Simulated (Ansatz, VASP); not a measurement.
## CoPb3: VASP beside Ansatz

```xyz
4
Lattice="4.6069 0.0000 0.0000 0.0000 4.6069 0.0000 0.0000 0.0000 4.6069" Properties=species:S:1:pos:R:3 pbc="T T T"
Pb    0.0000    2.3035    2.3035
Pb    2.3035    0.0000    2.3035
Pb    2.3035    2.3035    0.0000
Co    0.0000    0.0000    0.0000
```

Alike in both runs: task single point; functional PBEsol; k mesh 10 × 10 × 10; occupations gaussian, width 0.1 eV; no spin polarisation.

|  | VASP | Ansatz |
| --- | --- | --- |
| version | VASP 6.6.1 | Ansatz 0.2.0 |
| potentials or method | VASP PAW PBE potentials, release 64 (Pb_d, Co), cutoff 520 eV | scalar-relativistic, plane waves, PAW |
| valence electrons in the cell | 51 | 59 |

```tsv
	VASP	Ansatz	Ansatz less VASP
gap on the k mesh at the Fermi level (eV)	none	none	-
pressure (GPa)	-1.4	-1.4	+0.05
```

VASP's potentials were made for PBE, not for PBEsol. A gap of «none» marks a metal or a gap that the smearing closes. With one functional, cell and mesh, what is left measures potentials, basis and numerics. VASP's potentials hold 51 valence electrons a cell and Ansatz's 59, so a difference there can come from the potentials and not from the codes.

Neither program's run includes spin-orbit coupling.
